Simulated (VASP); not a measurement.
PrBe3Si: single point with PBE

Crystal: PrBe3Si.

```xyz
5
Lattice="-1.9113 1.9113 4.9726 1.9113 -1.9113 4.9726 1.9113 1.9113 -4.9726" Properties=species:S:1:pos:R:3 pbc="T T T"
Pr    0.0000    0.0000    0.0000
Be    0.0000    0.0000    6.1729
Be    0.0000    0.0000    3.7723
Be    0.0000    1.9113    2.4863
Si    1.9113    0.0000    2.4863
```

The cell was built from a structure type or drawn by symmetry, and may not be a known phase.

```
Program             : VASP 6.6.1
Task                : single point
Functional          : PBE
Potentials or basis : VASP PAW PBE potentials, release 64 (Pr_3, Be, Si), 4f in core
Cutoff              : 600 eV
k mesh              : 12 × 12 × 12
Occupations         : gaussian, width 0.1 eV
Spin                : no spin polarisation
```

- Pressure: 0.2 GPa
- Band gap on the k mesh: zero (an odd number of electrons rules out a gap without spin polarisation)

Levels at points of the mesh, in eV from the Fermi level:
```
           k point  band 6  band 7  band 8  band 9  band 10  band 11  band 12  band 13  band 14  band 15
(0.00, 0.00, 0.00)   -3.40   -2.92   -2.39   -2.39    -0.53     0.77     2.43     2.43     2.72     4.35
(0.50, 0.00, 0.00)   -6.02   -3.35   -1.92   -1.07    -0.11     0.57     0.64     1.91     2.87     3.88
(0.50, 0.50, 0.00)   -5.42   -4.56   -3.38   -2.75    -2.68    -0.65     3.26     3.81     4.08     5.48
(0.50, 0.50, 0.50)   -5.63   -1.81   -1.81   -1.23    -0.42     1.37     1.46     1.46     3.51     3.91
```

Run time: 3.1 min on 1 thread of Intel(R) Xeon(R) 6975P-C (Granite Rapids) (shared host), peak memory 0.51 GiB.

Caveat: spin-orbit coupling is left out, which moves the levels of the heavy elements; the 4f electrons are frozen in the core, so they carry no moment and show no levels. Spin polarisation is off, so any magnetic state and its effect on volume and gap are missing.
